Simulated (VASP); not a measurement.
# Ba (P6/mmm) in VASP: notebook

Ba is run at these levels: PBE, LDA, PBEsol; tasks: single point.

Program: VASP 6.6.1. These are calculated values, not measurements. Logs are shortened: lines on timing, memory, paths and dates and some standing lists are left out, and cuts for length are marked.

## Step 1: The cell of the first run

The structure is hexagonal, space group P6/mmm (No. 191). Conventional cell: a = 4.312 Å, b = 4.312 Å, c = 3.913 Å, α = 90.00°, β = 90.00°, γ = 120.00°. Ba (site symmetry 6/mmm) has 8 Ba at 3.91 to 4.31 Å within 5.1 Å.

## Step 2: Single point, PBE

File INCAR:

```
PREC = Accurate
ENCUT = 500
EDIFF = 1E-6
ISMEAR = 0
SIGMA = 0.1
LREAL = F
LASPH = T
NELM = 120
ALGO = Normal
ISIF = 2
LWAVE = F
LCHARG = F
GGA = PE
NBANDS = 11
GGA_COMPAT = F
```

File KPOINTS:

```
Automatic mesh
0
Gamma
  3 3 2
```

File POSCAR:

```
Ba
1.0
    4.3116136979      0.0000000000      0.0000000000
   -2.1558068490      3.7339669937      0.0000000000
    0.0000000000      0.0000000000      3.9134133000
Ba
1
Direct
    0.0000000000      0.0000000000      0.0000000000
```

Potentials or basis: VASP PAW PBE potentials, release 64 (Ba_sv).

Launch:

```bash
$ cat potpaw_PBE.64/Ba_sv/POTCAR > POTCAR
$ mpirun -np 1 vasp_std > vasp.out
```

OUTCAR:

```text
PREC = Accurate
   ENCUT = 500
   EDIFF = 1E-6
   ISMEAR = 0
   LREAL = F
   LASPH = T
   NELM = 120
   ISIF = 2
   GGA = PE

 ion  position               nearest neighbor table
   1  0.000  0.000  0.000-

  LATTYP: Found a hexagonal cell.
 ALAT       =     4.3116136979
 C/A-ratio  =     0.9076446950

  Lattice vectors:

 A1 = (   4.3116136979,   0.0000000000,   0.0000000000)
 A2 = (  -2.1558068490,   3.7339669937,   0.0000000000)
 A3 = (   0.0000000000,   0.0000000000,   3.9134133000)

Analysis of symmetry for initial positions (statically):
=====================================================================
 Subroutine PRICEL returns:
 Original cell was already a primitive cell.

 Routine SETGRP: Setting up the symmetry group for a
 hexagonal supercell.

 Subroutine GETGRP returns: Found 24 space group operations
 (whereof 24 operations were pure point group operations)
 out of a pool of 24 trial point group operations.

The static configuration has the point symmetry D_6h.

Analysis of symmetry for dynamics (positions and initial velocities):
=====================================================================
 Subroutine PRICEL returns:
 Original cell was already a primitive cell.

 Routine SETGRP: Setting up the symmetry group for a
 hexagonal supercell.

 Subroutine GETGRP returns: Found 24 space group operations
 (whereof 24 operations were pure point group operations)
 out of a pool of 24 trial point group operations.

The dynamic configuration has the point symmetry D_6h.

 Subroutine INISYM returns: Found 24 space group operations
 (whereof 24 operations are pure point group operations),
 and found     1 'primitive' translations

----------------------------------------------------------------------------------------

                                     Primitive cell

  volume of cell :      63.0037

  direct lattice vectors                    reciprocal lattice vectors
     4.311613698  0.000000000  0.000000000     0.231931724  0.133905844  0.000000000
    -2.155806849  3.733966994  0.000000000     0.000000000  0.267811687  0.000000000
     0.000000000  0.000000000  3.913413300     0.000000000  0.000000000  0.255531405

  length of vectors
     4.311613698  4.311613698  3.913413300     0.267811687  0.267811687  0.255531405

  position of ions in fractional coordinates (direct lattice)
     0.000000000  0.000000000  0.000000000

  ion indices of the primitive-cell ions
   primitive index   ion index
                 1           1

----------------------------------------------------------------------------------------

 KPOINTS: Automatic mesh

Automatic generation of k-mesh.
 Grid dimensions read from file:
 generate k-points for:    3    3    2

 Generating k-lattice:

  Cartesian coordinates                     Fractional coordinates (reciprocal lattice)
     0.077310575  0.044635281  0.000000000     0.333333333  0.000000000  0.000000000
     0.000000000  0.089270562  0.000000000     0.000000000  0.333333333  0.000000000
     0.000000000  0.000000000  0.127765703     0.000000000  0.000000000  0.500000000

  Length of vectors
     0.089270562  0.089270562  0.127765703

  Shift w.r.t. Gamma in fractional coordinates (k-lattice)
     0.000000000  0.000000000  0.000000000

 Subroutine IBZKPT returns following result:
 ===========================================

 Found      6 irreducible k-points:

 Following reciprocal coordinates:
            Coordinates               Weight
  0.000000  0.000000  0.000000      1.000000
  0.333333  0.000000  0.000000      6.000000
  0.333333  0.333333  0.000000      2.000000
  0.000000  0.000000  0.500000      1.000000
  0.333333  0.000000  0.500000      6.000000
  0.333333  0.333333  0.500000      2.000000
   k-points           NKPTS =      6   k-points in BZ     NKDIM =      6   number of bands    NBANDS=     11
   number of dos      NEDOS =    301   number of ions     NIONS =      1
   total plane-waves  NPLWV =  30720
   dimension x,y,z NGX =    32 NGY =   32 NGZ =   30
   dimension x,y,z NGXF=    64 NGYF=   64 NGZF=   60
   ions per type =               1
   NGX,Y,Z   is equivalent  to a cutoff of  12.34, 12.34, 12.74 a.u.
   NGXF,Y,Z  is equivalent  to a cutoff of  24.68, 24.68, 25.49 a.u.
 SYSTEM =  unknown system
   PREC   = accura    normal or accurate (medium, high low for compatibility)
   ISTART =      0    job   : 0-new  1-cont  2-samecut
   ICHARG =      2    charge: 1-file 2-atom 10-const
   ISPIN  =      1    spin polarized calculation?
   LNONCOLLINEAR =      F non collinear calculations
   LSORBIT =      F    spin-orbit coupling
   LASPH  =      T    aspherical Exc in radial PAW
   ENCUT  =  500.0 eV  36.75 Ry    6.06 a.u.   7.86  7.86  7.14*2*pi/ulx,y,z
   NELM   =    120;   NELMIN=  2; NELMDL= -5     # of ELM steps
   EDIFF  = 0.1E-05   stopping-criterion for ELM
   LREAL  =      F    real-space projection
   EDIFFG = 0.1E-04   stopping-criterion for IOM
   NSW    =      0    number of steps for IOM
   IBRION =     -1    ionic relax: 0-MD 1-quasi-New 2-CG
   NFREE  =      0    steps in history (QN), initial steepest desc. (CG)
   ISIF   =      2    stress and relaxation
   ISYM   =      2    0-nonsym 1-usesym 2-fastsym
   POTIM  = 0.5000    time-step for ionic-motion
   TEBEG  =    0.0;   TEEND  =   0.0 temperature during run
   PSTRESS=    0.0 pullay stress
   NELECT =      10.0000    total number of electrons
   NUPDOWN=      -1.0000    fix difference up-down
   EMIN   =  10.00;   EMAX   =-10.00  energy-range for DOS
   EFERMI =   0.00;   METHOD = LEGACY
   ISMEAR =     0;   SIGMA  =   0.10  broadening in eV -4-tet -1-fermi 0-gaus
   EFERMI_NEDOS =   21; number of points for ismear=-14 and -15
   IALGO  =     38    algorithm
   IMIX   =      4    mixing-type and parameters
     AMIX     =   0.40;   BMIX     =  1.00
     AMIX_MAG =   1.60;   BMIX_MAG =  1.00
  volume/ion in A,a.u.               =      63.00       425.17
  Fermi-wavevector in a.u.,A,eV,Ry     =   0.886379  1.675014 10.689660  0.785668
  Thomas-Fermi vector in A             =   2.007537
   LORBIT       =      0    0 simple, 1 ext, 2 COOP (PROOUT), +10 PAW based schemes
   GGA     = PE    functional components
   LHFCALC =     F    Hartree Fock is set to
   AEXX    =    0.0000 exact exchange contribution
   IVDW    =     0    specifies the selected vdW correction
   LEPSILON=     F    determine dielectric tensor
   LRPA    =     F    only Hartree local field effects (RPA)
 non-spin polarized calculation
 Gauss-broadening in eV      SIGMA  =   0.10
  energy-cutoff  :      500.00
  volume of cell :       63.00
 maximum number of plane-waves:      1610
 NGX is ok and might be reduce to    32
   NGX = 15   NGY = 15   NGZ = 15

 number of electron      10.0000001 magnetization

 Free energy of the ion-electron system (eV)
  ---------------------------------------------------
  ext. energy  EPLUGINS =         0.00000000
  ---------------------------------------------------
  free energy    TOTEN  =        -1.82383108 eV

  energy without entropy =       -1.82206174  energy(sigma->0) =       -1.82294641

 E-fermi :   1.7780     XC(G=0):  -7.3636

 val. band max:        1.6143727416   @ k =   0.3333   0.3333   0.5000
 cond. band min:       1.9202387885   @ k =   0.0000   0.0000   0.0000
 fundamental gap:      0.3058660469
 Fermi energy:         1.7779635927

 k-point     1 :       0.0000    0.0000    0.0000
  band No.  band energies     occupation
      1     -27.4246      2.00000
      2     -12.4175      2.00000
      3     -12.4175      2.00000
      4     -12.1429      2.00000
      5      -0.9998      2.00000
      6       1.9202      0.04421
      7       3.2951      0.00000
      8       3.2951      0.00000
      9       6.5400      0.00000
     10       6.5400      0.00000
     11       7.7192      0.00000

 k-point     2 :       0.3333    0.0000    0.0000
  band No.  band energies     occupation
      1     -27.3930      2.00000
      2     -12.7889      2.00000
      3     -12.5032      2.00000
      4     -12.1029      2.00000
      5       0.3962      2.00000
      6       1.9887      0.00287
      7       2.6655      0.00000
      8       4.9342      0.00000
      9       5.0477      0.00000
     10       6.2142      0.00000
     11       7.8734      0.00000

 k-point     3 :       0.3333    0.3333    0.0000
  band No.  band energies     occupation
      1     -27.3770      2.00000
      2     -12.7599      2.00000
      3     -12.7599      2.00000
      4     -12.0828      2.00000
      5       2.0446      0.00016
      6       2.0446      0.00016
      7       2.1052      0.00000
      8       5.1168      0.00000
      9       5.1168      0.00000
     10       5.8804      0.00000
     11       7.0424      0.00000

 k-point     4 :       0.0000    0.0000    0.5000
  band No.  band energies     occupation
      1     -27.3612      2.00000
      2     -12.8870      2.00000
      3     -12.3453      2.00000
      4     -12.3453      2.00000
      5       0.8701      2.00000
      6       2.4349      0.00000
      7       3.8729      0.00000
      8       3.8729      0.00000
      9       4.3018      0.00000
     10       4.3018      0.00000
     11       8.8783      0.00000

 k-point     5 :       0.3333    0.0000    0.5000
  band No.  band energies     occupation
      1     -27.3309      2.00000
      2     -12.8178      2.00000
      3     -12.6889      2.00000
      4     -12.4258      2.00000
      5       1.1507      2.00000
      6       1.9848      0.00344
      7       3.6914      0.00000
      8       3.8574      0.00000
      9       5.1915      0.00000
     10       5.5848      0.00000
     11       8.6058      0.00000

 k-point     6 :       0.3333    0.3333    0.5000
  band No.  band energies     occupation
      1     -27.3156      2.00000
      2     -12.7826      2.00000
      3     -12.6632      2.00000
      4     -12.6632      2.00000
      5       1.6144      1.97931
      6       1.6144      1.97931
      7       3.3985      0.00000
      8       3.3985      0.00000
      9       6.5114      0.00000
     10       7.1351      0.00000
     11       9.8194      0.00000

------------------------ aborting loop because EDIFF is reached ----------------------------------------

  FORCE on cell =-STRESS in cart. coord.  units (eV):
  Direction    XX          YY          ZZ          XY          YZ          ZX
  --------------------------------------------------------------------------------------
  -------------------------------------------------------------------------------------
  Total       -0.5507175     -0.5507175     -1.5606087      0.0000000     -0.0000000      0.0000000
  in kB      -14.0046882    -14.0046882    -39.6861129      0.0000000     -0.0000000      0.0000000
  external PRESSURE =     -22.5651631 kB  Pullay stress =       0.0000000 kB

 VOLUME and BASIS-vectors are now :
 -----------------------------------------------------------------------------
  energy-cutoff  :      500.00
  volume of cell :       63.00
      direct lattice vectors                 reciprocal lattice vectors
     4.311613698  0.000000000  0.000000000     0.231931724  0.133905844  0.000000000
    -2.155806849  3.733966994  0.000000000     0.000000000  0.267811687  0.000000000
     0.000000000  0.000000000  3.913413300     0.000000000  0.000000000  0.255531405

 POSITION                                       TOTAL-FORCE (eV/Angst)
 -----------------------------------------------------------------------------------
      0.00000      0.00000      0.00000         0.000000      0.000000      0.000000
 -----------------------------------------------------------------------------------
    total drift:                               -0.000000      0.000000     -0.000000

  FREE ENERGIE OF THE ION-ELECTRON SYSTEM (eV)
  ---------------------------------------------------
  free  energy   TOTEN  =        -1.8238310771 eV

  energy  without entropy=       -1.8220617359  energy(sigma->0) =       -1.82294641
```

Run time: 3.1 s. Hardware: 1 thread of Intel Xeon 6975P-C (Granite Rapids), shared host; peak memory 0.16 GiB.

What came out:

```
Free energy            : -1.8238 eV
Pressure               : -2.3 GPa
Band gap on the k mesh : zero (band 5 reaches 2.04 eV, above the bottom of band 6 at 1.61 eV)
```

Stress tensor (GPa, compression positive):
```
-1.40  0.00  0.00
 0.00 -1.40  0.00
 0.00  0.00 -3.97
```

Caveat: the k points lie up to 0.80 Å⁻¹ apart; spin-orbit coupling is left out, which moves the levels of the heavy elements.

## Step 3: Single point, LDA

File INCAR:

```
PREC = Accurate ; ENCUT = 500
EDIFF = 1E-6 ; ISMEAR = 0
SIGMA = 0.1 ; LREAL = False
LASPH = True ; NELM = 120
ALGO = Normal ; ISIF = 2
LWAVE = False ; LCHARG = True
GGA = CA ; LELF = True
LVHAR = True ; NBANDS = 11
GGA_COMPAT = False
```

KPOINTS is that of step 2.

POSCAR is that of step 2.

Potentials or basis: VASP PAW LDA potentials, release 64 (Ba_sv).

Launch:

```bash
$ cat potpaw_LDA.64/Ba_sv/POTCAR > POTCAR
$ mpirun -np 1 vasp_std > vasp.out
```

Run time: 4 s. Hardware: 1 thread of Intel Xeon 6975P-C (Granite Rapids), shared host; peak memory 0.14 GiB.

The run converged. Its results:

```
Free energy            : -2.1253 eV
Pressure               : -3.5 GPa
Band gap on the k mesh : zero (band 5 reaches 1.76 eV, above the bottom of band 6 at 1.42 eV)
```

Stress tensor (GPa, compression positive):
```
-2.69  0.00  0.00
 0.00 -2.69  0.00
 0.00  0.00 -5.25
```

Levels at points of the mesh, in eV from the Fermi level:
```
           k point  band 1  band 2  band 3  band 4  band 5  band 6  band 7  band 8  band 9  band 10
(0.00, 0.00, 0.00)  -29.08  -14.08  -14.08  -13.80   -2.77    0.06    1.49    1.49    4.81     4.81
(0.00, 0.00, 0.50)  -29.01  -14.56  -14.00  -14.00   -0.99    0.79    2.06    2.06    2.55     2.55
```

Caveat: the k points lie up to 0.80 Å⁻¹ apart; spin-orbit coupling is left out, which moves the levels of the heavy elements.

## Step 4: Single point, PBEsol

File INCAR:

```
SYSTEM = Ba
PREC     = Accurate       ! precision mode
ENCUT    = 500            ! plane-wave cutoff, eV
EDIFF    = 1E-6           ! SCF threshold, eV
ISMEAR   = 0              ! smearing method
SIGMA    = 0.1            ! smearing width, eV
LREAL    = .False.        ! projectors in reciprocal space
LASPH    = .True.         ! aspherical terms in the spheres
NELM     = 120            ! most SCF steps
ALGO     = Normal         ! electronic algorithm
ISIF     = 2              ! what is computed and relaxed
LWAVE    = .False.        ! write WAVECAR
LCHARG   = .True.         ! write CHGCAR
GGA      = PS             ! functional
LELF     = .True.         ! ELF
LVHAR    = .True.       
NBANDS   = 11             ! bands
GGA_COMPAT= .False.
```

File KPOINTS:

```
Automatic mesh
0
Gamma
  3 3 2
  0 0 0
```

POSCAR is that of step 3.

Potentials or basis: VASP PAW PBE potentials, release 64 (Ba_sv).

Launch:

```bash
$ cat potpaw_PBE.64/Ba_sv/POTCAR > POTCAR
$ mpirun -np 1 vasp_std > vasp.out
```

It took 3.5 s on 1 thread of Intel Xeon 6975P-C (Granite Rapids), shared host; peak memory 0.17 GiB.

It converged, with:

```yaml
Free_energy: -2.0474 eV
Pressure: -3.0 GPa
Band_gap_on_the_k_mesh: zero (band 5 reaches 1.92 eV, above the bottom of band 6 at 1.52 eV)
```

Stress tensor (GPa, compression positive):
```
-2.08  0.00  0.00
 0.00 -2.08  0.00
 0.00  0.00 -4.71
```

Levels at points of the mesh, in eV from the Fermi level:
```tsv
k point	band 3	band 4	band 5	band 6	band 7	band 8
(0.00, 0.00, 0.00)	-14.13	-13.85	-2.79	0.10	1.52	1.52
(0.00, 0.00, 0.50)	-14.05	-14.05	-0.96	0.70	2.10	2.10
```

Caveat: the k points lie up to 0.80 Å⁻¹ apart; the PAW data sets were made with another functional, which shifts forces and pressure a little; spin-orbit coupling is left out, which moves the levels of the heavy elements.

## Step 5: Summary

```tsv
level	potentials or basis	gap on the mesh (eV)	pressure (GPa)
PBE	VASP PAW PBE potentials, release 64 (Ba_sv)	none	-2.3
LDA	VASP PAW LDA potentials, release 64 (Ba_sv)	none	-3.5
PBEsol	VASP PAW PBE potentials, release 64 (Ba_sv)	none	-3.0
```

Alike in all rows: task single point; no spin polarisation; cell as given; k mesh 3 × 3 × 2; cutoff (eV) 500; smearing gaussian 0.1 eV.

Caveats: all runs use coarse meshes; spin-orbit coupling is left out, which moves the levels of the heavy elements; the PAW data sets were made with another functional, which shifts forces and pressure a little (some runs).

Total energies depend on the potentials used, so only differences within one code and one set of settings carry meaning.
